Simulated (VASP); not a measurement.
## PtS2: single point with r2SCAN

Crystal: PtS2.

```
Pt S
1.0
     3.55264    0.00000    0.00000
    -1.77632    3.07668    0.00000
     0.00000    0.00000    5.12271
Pt S
1 2
Cartesian
  0.0000 0.0000 0.0000
  0.0000 2.0511 1.2257
  1.7763 1.0256 3.8971
```

```yaml
Program: VASP 6.6.1
Task: single point
Functional: r2SCAN
Potentials_or_basis: VASP PAW PBE potentials, release 64 (Pt, S)
Cutoff: 520 eV
k_mesh: 6 × 6 × 4
Occupations: gaussian, width 0.01 eV
Spin: no spin polarisation
Dipole_correction: no
Further_INCAR_settings: ALGO = Normal; EDIFF = 1e-07; NBANDS = 18
```

```yaml
Pressure: 1.2 GPa
Largest_force: 0.049 eV/Å
Band_gap_on_the_k_mesh: 0.98 eV, indirect (least direct gap 1.59 eV)
```

Forces in eV/Å, atoms in the order of the input:
```
Pt   0.000  0.000  0.000
S    0.000  0.000 -0.049
S    0.000  0.000  0.049
```

Stress tensor (GPa, compression positive):
```
1.22 0.00 0.00
0.00 1.22 0.00
0.00 0.00 1.30
```

Levels at points of the mesh, in eV from the valence-band top:
| k point | band 8 | band 9 | band 10 | band 11 | band 12 | band 13 | band 14 | band 15 |
| --- | --- | --- | --- | --- | --- | --- | --- | --- |
| (0.00, 0.00, 0.00) | -2.08 | -1.07 | -1.07 | 0.00 | 2.29 | 2.29 | 5.22 | 6.04 |
| (0.50, 0.00, 0.00) | -3.21 | -3.20 | -3.09 | -2.48 | 1.73 | 2.75 | 5.81 | 6.98 |
| (0.00, 0.00, 0.50) | -2.63 | -1.31 | -1.31 | -1.11 | 2.82 | 2.82 | 6.05 | 7.64 |
| (0.50, 0.00, 0.50) | -3.22 | -2.80 | -2.80 | -1.46 | 1.91 | 2.42 | 5.48 | 5.92 |

Run time: 89 s on 1 thread of Intel(R) Xeon(R) Platinum 8375C CPU @ 2.90GHz (Ice Lake), on a shared host, peak memory 0.18 GiB.

Caveat: the PAW data sets were made with another functional, which shifts forces and pressure a little; spin-orbit coupling is left out, which moves the levels of the heavy elements. r2SCAN opens gaps a little over a GGA but as a rule still falls short of measured ones.
